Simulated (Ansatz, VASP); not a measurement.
# NaH: VASP beside Ansatz

```xyz
2
Lattice="2.9324 0.0000 0.0000 0.0000 2.9324 0.0000 0.0000 0.0000 2.9324" Properties=species:S:1:pos:R:3 pbc="T T T"
Na    0.0000    0.0000    0.0000
H     1.4662    1.4662    1.4662
```

Alike in both runs: task single point; functional PBE; k mesh 8 × 8 × 8; no spin polarisation.

|  | VASP | Ansatz |
| --- | --- | --- |
| version | VASP 6.6.1 | Ansatz 0.2.0 |
| potentials or method | VASP PAW PBE potentials, release 64 (Na_pv, H) | plane waves, PAW |
| plane-wave cutoff (eV) | 520 | 420 |
| occupations | gaussian, width 0.01 eV | fixed |
| valence electrons in the cell | 8 | 10 |

|  | VASP | Ansatz | Ansatz less VASP |
| --- | --- | --- | --- |
| gap on the k mesh at the Fermi level (eV) | 1.03 | 1.03 | +0.002 |
| pressure (GPa) | 0.8 | 0.8 | +0.06 |

VASP's potentials hold 8 valence electrons a cell and Ansatz's 10, so a difference there can come from the potentials and not from the codes.
